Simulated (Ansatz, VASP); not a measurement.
**One calculation of Sn, two programs**

File INCAR:

```
ALGO = Normal ; EDIFF = 1E-6
ENCUT = 520 ; GGA = PE
ISIF = 2 ; ISMEAR = -1
LASPH = T ; LCHARG = F
LREAL = F ; LWAVE = F
NBANDS = 13 ; NELM = 100
PREC = Accurate ; SIGMA = 0.1
```

Contents of KPOINTS:

```
k-points
0
Gamma
  17 17 17
```

POSCAR

```
Sn
1.0
    3.0837342635      0.0000000000      0.0000000000
    0.0000000000      3.0837342635      0.0000000000
    0.0000000000      0.0000000000      3.0837342635
Sn
1
Direct
    0.0000000000      0.0000000000      0.0000000000
```

Input for Ansatz:

```yaml
crystal:
  lattice:
    - [3.0837342635, 0.0, 0.0]
    - [0.0, 3.0837342635, 0.0]
    - [0.0, 0.0, 3.0837342635]
  atoms:
    - { symbol: Sn, position: [0.0, 0.0, 0.0] }
hamiltonian:
  xc: pbe
  pseudopotentials:
    kind: paw
    azcp:
      Sn: "pseudopotentials/Sn.paw.azcp"
basis:
  ecutwfc: 420
  fft_grid_basis: typed
kpoints:
  mp_grid: { grid: [17, 17, 17], shift: [0, 0, 0] }
magnetization:
  spin_polarized: false
scf:
  occupations: { method: fermi_dirac, width: 0.1 }
output:
  stress: true
```

Alike in both runs: task single point; functional PBE; k mesh 17 × 17 × 17; occupations fermi-dirac, width 0.1 eV; no spin polarisation.

|  | VASP | Ansatz |
| --- | --- | --- |
| version | VASP 6.6.1 | Ansatz 0.2.0 |
| potentials or method | VASP PAW PBE potentials, release 64 (Sn_d), cutoff 520 eV | plane waves (420 eV) with PAW, scalar-relativistic |
| valence electrons in the cell | 14 | 14 |

```csv
,VASP,Ansatz,Ansatz less VASP
pressure (GPa),0.3,0.3,-0.03
```
